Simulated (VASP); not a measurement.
Input of a VASP 6.6.1 run:

Contents of INCAR:

```
SYSTEM = Ge
PREC = Accurate
ENCUT = 520
EDIFF = 1E-6
ISMEAR = 0
SIGMA = 0.15
LREAL = .False.
LASPH = .True.
NELM = 100
ALGO = Normal
ISIF = 2
LWAVE = .False.
LCHARG = .False.
GGA = PS
NBANDS = 21
```

Contents of KPOINTS:

```
Automatic mesh
0
Gamma
  14 14 14
  0 0 0
```

POSCAR

```
Ge
1.0
    0.0000000000      2.9088082301      2.9088082301
    2.9088082301      0.0000000000      2.9088082301
    2.9088082301      2.9088082301      0.0000000000
Ge
2
Direct
    0.5147998756      0.4852001244      0.4852001244
    0.7352001244      0.7647998756      0.7647998756
```

Potentials or basis: VASP PAW PBE potentials, release 64 (Ge_d).

The run is started by

```sh
$ cat potpaw_PBE.64/Ge_d/POTCAR > POTCAR
$ mpirun -np 1 vasp_std > vasp.out
```

(1) Estimate the largest force.

(2) Predict the band gap on the k mesh.

Results:

(1) 1.521 eV/Å.

(2) zero (bands 14 and 15 overlap by 1.01 eV).

Caveat: the cell differs from its parent crystal (atoms displaced along a vibrational mode, the cell strained); the cell stands under tension; the PAW data sets were made with another functional, which shifts forces and pressure a little.
